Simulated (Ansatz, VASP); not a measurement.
## CoO in VASP and in Ansatz

```
Co O
1.0
    -2.13109   -2.13109    4.29208
    -4.29208   -2.13109    2.13109
    -2.13109   -4.29208    2.13109
Co O
2 2
Cartesian
  0.0000 0.0000 0.0000
  -4.2771 -4.2771 4.2771
  2.1535 2.1535 2.1685
  -2.1236 -2.1236 6.4456
```

Alike in both runs: functional PBE; k mesh 10 × 10 × 10; occupations gaussian, width 0.05 eV; collinear spin; Hubbard terms Co d U = 3.3 eV.

Ansatz relaxed the structure, and its values are those at the end. VASP's run is a single point on that final structure, the one shown.

|  | VASP | Ansatz |
| --- | --- | --- |
| version | VASP 6.6.1 | Ansatz 0.2.0 |
| potentials or method | VASP PAW PBE potentials, release 64 (Co, O), cutoff 520 eV | scalar-relativistic, plane waves, PAW |
| valence electrons in the cell | 30 | 46 |

Ansatz gave:

| Property | Result |
| --- | --- |
| pressure (GPa) | 0.0 |
| net moment per atom (μB) | 0.00 |
| size of the moment on the site where the two differ most (μB) | 2.54 |

Question: Estimate VASP's values.

Answer: Pressure (GPa): -6.7; net moment per atom (μB): 0.00; size of the moment on the site where the two differ most (μB): 2.66.

Site moments also hang on the region over which each program counts them. The programs project onto different local orbitals, so the same U acts differently, and such runs can settle in different states. VASP's potentials hold 30 valence electrons a cell and Ansatz's 46, so a difference there can come from the potentials and not from the codes.
